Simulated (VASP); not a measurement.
# NaCl (Fm-3m) in VASP: a series of runs

Runs on NaCl. Level: r2SCAN. Tasks: single point.

Program: VASP 6.6.1. These are calculated values, not measurements. Logs are shortened: lines on timing, memory, paths and dates and some standing lists are left out, and cuts for length are marked.

## Step 1: The cell of the first run

It takes space group Fm-3m (No. 225, cubic). The conventional cell has a = 5.216 Å, b = 5.216 Å, c = 5.216 Å, α = 90.00°, β = 90.00°, γ = 90.00°. Within 3.4 Å of Na (site symmetry m-3m) lie 6 Cl at 2.61 Å. Within 3.4 Å of Cl (site symmetry m-3m) lie 6 Na at 2.61 Å.

## Step 2: Single point, r2SCAN

Input file POSCAR:

```
NaCl
1.0
    2.6078211641      2.6078211641      0.0000000000
   -2.6078211641      2.6078211641      0.0000000000
    0.0000000000      2.6078211641      2.6078211641
Na Cl
1 1
Direct
    0.0000000000      0.0000000000      0.0000000000
    0.5000000000      0.5000000000      0.0000000000
```

Input file INCAR.step1:

```
PREC = Accurate
ENCUT = 550
ISMEAR = 0
SIGMA = 0.01
LREAL = False
LASPH = True
NELM = 120
NBANDS = 14
GGA = PE
ALGO = Normal
EDIFF = 1E-5
LWAVE = True
LCHARG = False
GGA_COMPAT = False
```

Input file INCAR.step2:

```
PREC = Accurate
ENCUT = 550
EDIFF = 1E-6
ISMEAR = 0
SIGMA = 0.01
LREAL = False
LASPH = True
NELM = 120
ALGO = Normal
ISIF = 2
LWAVE = False
LCHARG = False
METAGGA = R2SCAN
LMIXTAU = True
NBANDS = 14
ISTART = 1
GGA_COMPAT = False
```

Input file KPOINTS:

```
Automatic mesh
0
Gamma
  8 8 8
```

Potentials or basis: VASP PAW PBE potentials, release 64 (Na_pv, Cl).

Started as:

```
$ cat potpaw_PBE.64/Na_pv/POTCAR potpaw_PBE.64/Cl/POTCAR > POTCAR
$ cp INCAR.step1 INCAR
$ mpirun -np 1 vasp_std > vasp.out
$ cp INCAR.step2 INCAR
$ mpirun -np 1 vasp_std > vasp.out
```

OUTCAR:

```text
PREC = Accurate
   ENCUT = 550
   EDIFF = 1E-6
   ISMEAR = 0
   LREAL = False
   LASPH = True
   NELM = 120
   ISIF = 2
   METAGGA = R2SCAN
   ISTART = 1

 ion  position               nearest neighbor table
   1  0.000  0.000  0.000-   2 2.61   2 2.61   2 2.61   2 2.61   2 2.61   2 2.61
   2  0.500  0.500  0.000-   1 2.61   1 2.61   1 2.61   1 2.61   1 2.61   1 2.61

  LATTYP: Found a face centered cubic cell.
 ALAT       =     5.2156423282

  Lattice vectors:

 A1 = (   0.0000000000,   2.6078211641,   2.6078211641)
 A2 = (   2.6078211641,   0.0000000000,   2.6078211641)
 A3 = (   2.6078211641,   2.6078211641,   0.0000000000)

Analysis of symmetry for initial positions (statically):
=====================================================================
 Subroutine PRICEL returns:
 Original cell was already a primitive cell.

 Routine SETGRP: Setting up the symmetry group for a
 face centered cubic supercell.

 Subroutine GETGRP returns: Found 48 space group operations
 (whereof 48 operations were pure point group operations)
 out of a pool of 48 trial point group operations.

The static configuration has the point symmetry O_h .

Analysis of symmetry for dynamics (positions and initial velocities):
=====================================================================
 Subroutine PRICEL returns:
 Original cell was already a primitive cell.

 Routine SETGRP: Setting up the symmetry group for a
 face centered cubic supercell.

 Subroutine GETGRP returns: Found 48 space group operations
 (whereof 48 operations were pure point group operations)
 out of a pool of 48 trial point group operations.

The dynamic configuration has the point symmetry O_h .

 Subroutine INISYM returns: Found 48 space group operations
 (whereof 48 operations are pure point group operations),
 and found     1 'primitive' translations

----------------------------------------------------------------------------------------

                                     Primitive cell

  volume of cell :      35.4702

  direct lattice vectors                    reciprocal lattice vectors
     2.607821164  2.607821164  0.000000000     0.191730939  0.191730939 -0.191730939
    -2.607821164  2.607821164  0.000000000    -0.191730939  0.191730939 -0.191730939
     0.000000000  2.607821164  2.607821164     0.000000000  0.000000000  0.383461878

  length of vectors
     3.688016059  3.688016059  3.688016059     0.332087727  0.332087727  0.383461878

  position of ions in fractional coordinates (direct lattice)
     0.000000000  0.000000000  0.000000000
     0.500000000  0.500000000  0.000000000

  ion indices of the primitive-cell ions
   primitive index   ion index
                 1           1
                 2           2

----------------------------------------------------------------------------------------

 KPOINTS: Automatic mesh

Automatic generation of k-mesh.
 Grid dimensions read from file:
 generate k-points for:    8    8    8

 Generating k-lattice:

  Cartesian coordinates                     Fractional coordinates (reciprocal lattice)
     0.023966367  0.023966367 -0.023966367     0.125000000  0.000000000  0.000000000
    -0.023966367  0.023966367 -0.023966367     0.000000000  0.125000000  0.000000000
     0.000000000  0.000000000  0.047932735     0.000000000  0.000000000  0.125000000

  Length of vectors
     0.041510966  0.041510966  0.047932735

  Shift w.r.t. Gamma in fractional coordinates (k-lattice)
     0.000000000  0.000000000  0.000000000

 Subroutine IBZKPT returns following result:
 ===========================================

 Found     29 irreducible k-points:

 Following reciprocal coordinates:
            Coordinates               Weight
  0.000000  0.000000  0.000000      1.000000
  0.125000  0.000000  0.000000      8.000000
  0.250000  0.000000  0.000000      8.000000
  0.375000  0.000000  0.000000      8.000000
  0.500000  0.000000  0.000000      4.000000
  0.125000  0.125000  0.000000     12.000000
[... 16 lines left out ...]
  0.375000  0.250000  0.125000     48.000000
  0.500000  0.250000  0.125000     24.000000
 [... further k-points ...]
   k-points           NKPTS =     29   k-points in BZ     NKDIM =     29   number of bands    NBANDS=     14
   number of dos      NEDOS =    301   number of ions     NIONS =      2
   total plane-waves  NPLWV =  21952
   dimension x,y,z NGX =    28 NGY =   28 NGZ =   28
   dimension x,y,z NGXF=    56 NGYF=   56 NGZF=   56
   ions per type =               1   1
   NGX,Y,Z   is equivalent  to a cutoff of  12.62, 12.62, 12.62 a.u.
   NGXF,Y,Z  is equivalent  to a cutoff of  25.24, 25.24, 25.24 a.u.
 SYSTEM =  unknown system
   PREC   = accura    normal or accurate (medium, high low for compatibility)
   ISTART =      1    job   : 0-new  1-cont  2-samecut
   ICHARG =      0    charge: 1-file 2-atom 10-const
   ISPIN  =      1    spin polarized calculation?
   LNONCOLLINEAR =      F non collinear calculations
   LSORBIT =      F    spin-orbit coupling
   LASPH  =      T    aspherical Exc in radial PAW
   ENCUT  =  550.0 eV  40.42 Ry    6.36 a.u.   7.05  7.05  7.05*2*pi/ulx,y,z
   NELM   =    120;   NELMIN=  2; NELMDL=  0     # of ELM steps
   EDIFF  = 0.1E-05   stopping-criterion for ELM
   LREAL  =      F    real-space projection
   EDIFFG = 0.1E-04   stopping-criterion for IOM
   NSW    =      0    number of steps for IOM
   IBRION =     -1    ionic relax: 0-MD 1-quasi-New 2-CG
   NFREE  =      0    steps in history (QN), initial steepest desc. (CG)
   ISIF   =      2    stress and relaxation
   ISYM   =      2    0-nonsym 1-usesym 2-fastsym
   POTIM  = 0.5000    time-step for ionic-motion
   TEBEG  =    0.0;   TEEND  =   0.0 temperature during run
   PSTRESS=    0.0 pullay stress
   NELECT =      14.0000    total number of electrons
   NUPDOWN=      -1.0000    fix difference up-down
   EMIN   =  10.00;   EMAX   =-10.00  energy-range for DOS
   EFERMI =   0.00;   METHOD = LEGACY
   ISMEAR =     0;   SIGMA  =   0.01  broadening in eV -4-tet -1-fermi 0-gaus
   EFERMI_NEDOS =   21; number of points for ismear=-14 and -15
   IALGO  =     38    algorithm
   IMIX   =      4    mixing-type and parameters
     AMIX     =   0.40;   BMIX     =  1.00
     AMIX_MAG =   1.60;   BMIX_MAG =  1.00
  volume/ion in A,a.u.               =      17.74       119.68
  Fermi-wavevector in a.u.,A,eV,Ry     =   1.200871  2.269317 19.620843  1.442091
  Thomas-Fermi vector in A             =   2.336695
   LORBIT       =      0    0 simple, 1 ext, 2 COOP (PROOUT), +10 PAW based schemes
   METAGGA = R2SCAN    functional components
   LHFCALC =     F    Hartree Fock is set to
   AEXX    =    0.0000 exact exchange contribution
   IVDW    =     0    specifies the selected vdW correction
   LEPSILON=     F    determine dielectric tensor
   LRPA    =     F    only Hartree local field effects (RPA)
 non-spin polarized calculation
 Gauss-broadening in eV      SIGMA  =   0.01
  energy-cutoff  :      550.00
  volume of cell :       35.47
 maximum number of plane-waves:      1056
   NGX = 15   NGY = 15   NGZ = 15

 number of electron      14.0000007 magnetization

 Free energy of the ion-electron system (eV)
  ---------------------------------------------------
  ext. energy  EPLUGINS =         0.00000000
  ---------------------------------------------------
  free energy    TOTEN  =       -13.58987928 eV

  energy without entropy =      -13.58987928  energy(sigma->0) =      -13.58987928

 E-fermi :   0.5200     XC(G=0):  -9.7842

 val. band max:        0.4378696250   @ k =   0.0000   0.0000   0.0000
 cond. band min:       7.5246652129   @ k =   0.0000   0.0000   0.0000
 fundamental gap:      7.0867955880
 Fermi energy:         0.5199598521

 k-point     1 :       0.0000    0.0000    0.0000
  band No.  band energies     occupation
      1     -20.7676      2.00000
      2     -20.7676      2.00000
      3     -20.7676      2.00000
      4     -13.4606      2.00000
      5       0.4379      2.00000
      6       0.4379      2.00000
      7       0.4379      2.00000
      8       7.5247      0.00000
      9      12.3235      0.00000
     10      12.3235      0.00000
     11      12.3235      0.00000
     12      14.9088      0.00000
     13      14.9088      0.00000
     14      17.0350      0.00000

 k-point     2 :       0.1250    0.0000    0.0000
  band No.  band energies     occupation
      1     -20.7806      2.00000
      2     -20.7683      2.00000
      3     -20.7683      2.00000
      4     -13.3693      2.00000
      5      -0.0726      2.00000
      6       0.3665      2.00000
      7       0.3665      2.00000
      8       8.1010      0.00000
      9      11.8380      0.00000
     10      12.5991      0.00000
     11      12.5991      0.00000
     12      14.7781      0.00000
     13      14.7781      0.00000
     14      18.2597      0.00000

 k-point     3 :       0.2500    0.0000    0.0000
  band No.  band energies     occupation
      1     -20.8115      2.00000
      2     -20.7698      2.00000
      3     -20.7698      2.00000
      4     -13.1393      2.00000
      5      -1.1058      2.00000
      6       0.2017      2.00000
      7       0.2017      2.00000
      8       8.8974      0.00000
      9      11.8243      0.00000
     10      12.9406      0.00000
     11      12.9406      0.00000
     12      15.1316      0.00000
     13      15.1316      0.00000
     14      19.1156      0.00000
[... 324 lines left out ...]
 k-point    23 :       0.3750    0.2500    0.1250
  band No.  band energies     occupation
      1     -20.8289      2.00000
      2     -20.7867      2.00000
      3     -20.7757      2.00000
      4     -12.8172      2.00000
      5      -1.7685      2.00000
      6      -0.6044      2.00000
      7      -0.1410      2.00000
      8      10.1046      0.00000
      9      11.5697      0.00000
     10      11.9834      0.00000
     11      14.0723      0.00000
     12      16.0101      0.00000
     13      19.0858      0.00000
     14      19.4234      0.00000

 k-point    24 :       0.5000    0.2500    0.1250
  band No.  band energies     occupation
      1     -20.8349      2.00000
      2     -20.7877      2.00000
      3     -20.7779      2.00000
      4     -12.7407      2.00000
      5      -1.9490      2.00000
      6      -0.7244      2.00000
      7      -0.2185      2.00000
      8      10.0431      0.00000
      9      11.5373      0.00000
     10      12.7778      0.00000
     11      13.8639      0.00000
     12      16.8648      0.00000
     13      18.7684      0.00000
     14      19.5076      0.00000

 [... further k-points ...]

------------------------ aborting loop because EDIFF is reached ----------------------------------------

  FORCE on cell =-STRESS in cart. coord.  units (eV):
  Direction    XX          YY          ZZ          XY          YZ          ZX
  --------------------------------------------------------------------------------------
  -------------------------------------------------------------------------------------
  Total        2.1321146      2.1321146      2.1321146     -0.0000000     -0.0000000     -0.0000000
  in kB       96.3069675     96.3069675     96.3069675     -0.0000000     -0.0000000     -0.0000000
  external PRESSURE =      96.3069675 kB  Pullay stress =       0.0000000 kB

 VOLUME and BASIS-vectors are now :
 -----------------------------------------------------------------------------
  energy-cutoff  :      550.00
  volume of cell :       35.47
      direct lattice vectors                 reciprocal lattice vectors
     2.607821164  2.607821164  0.000000000     0.191730939  0.191730939 -0.191730939
    -2.607821164  2.607821164  0.000000000    -0.191730939  0.191730939 -0.191730939
     0.000000000  2.607821164  2.607821164     0.000000000  0.000000000  0.383461878

 POSITION                                       TOTAL-FORCE (eV/Angst)
 -----------------------------------------------------------------------------------
      0.00000      0.00000      0.00000         0.000000     -0.000000      0.000000
      0.00000      2.60782      0.00000        -0.000000      0.000000      0.000000
 -----------------------------------------------------------------------------------
    total drift:                               -0.000000      0.000000     -0.000000

  FREE ENERGIE OF THE ION-ELECTRON SYSTEM (eV)
  ---------------------------------------------------
  free  energy   TOTEN  =       -13.5898792841 eV

  energy  without entropy=      -13.5898792841  energy(sigma->0) =      -13.58987928
```

Wall time 40 s (1 thread of Intel Xeon Platinum 8559C (Emerald Rapids), shared host); peak memory 0.15 GiB.

What came out:

| Property | Result |
| --- | --- |
| Free energy | -13.5899 eV |
| Pressure | 9.6 GPa |
| Band gap on the k mesh | 7.09 eV |

Caveat: the cell stands under pressure; the PAW data sets were made with another functional, which shifts forces and pressure a little.

(Continued in part 2 of 2.)
